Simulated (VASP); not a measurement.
Here is a VASP 6.6.1 calculation.

Contents of INCAR:

```
ALGO = Normal
EDIFF = 1E-6
ENCUT = 600
GGA_COMPAT = False
ISIF = 2
ISMEAR = 0
ISPIN = 2
LASPH = True
LCHARG = False
LDAU = True
LDAUJ = 0 0
LDAUL = 2 -1
LDAUPRINT = 1
LDAUTYPE = 2
LDAUU = 5.6 0
LMAXMIX = 4
LORBIT = 11
LREAL = False
LWAVE = False
MAGMOM = 0.2 0.2 0 0 0 0
NBANDS = 38
NELM = 200
PREC = Accurate
SIGMA = 0.05
```

KPOINTS

```
k-points
0
Gamma
  5 5 8
```

The input POSCAR:

```
VO2
1.0
    4.5983000000      0.0000000000      0.0000000000
    0.0000000000      4.5983000000      0.0000000000
    0.0000000000      0.0000000000      2.8514000000
V O
2 4
Direct
    0.0000000000      0.0000000000      0.0000000000
    0.5000000000      0.5000000000      0.5000000000
    0.6999000000      0.6999000000      0.0000000000
    0.8001000000      0.1999000000      0.5000000000
    0.3001000000      0.3001000000      0.0000000000
    0.1999000000      0.8001000000      0.5000000000
```

Potentials or basis: VASP PAW LDA potentials, release 64 (V_sv, O).

Run with:

```sh
$ cat potpaw_LDA.64/V_sv/POTCAR potpaw_LDA.64/O/POTCAR > POTCAR
$ mpirun -np 1 vasp_std > vasp.out
```

Estimate the pressure.

-2.2 GPa.

Predict the net moment.

2.00 μB per cell.

What does it give for the site moments?

V +1.07; O -0.04 μB.

Estimate the largest force.

0.162 eV/Å.

Eigenvalues of the final occupation matrices:
```
    site  spin  trace               eigenvalues
site 1 d     1   1.91  0.14 0.14 0.32 0.36 0.94
site 1 d     2   0.86  0.07 0.11 0.11 0.29 0.29
site 2 d     1   1.91  0.14 0.14 0.32 0.36 0.94
site 2 d     2   0.86  0.07 0.11 0.11 0.29 0.29
```

Caveat: the stress differs along the axes, from -9 to 11 GPa. The state reached can hang on the start; a lower one may exist.
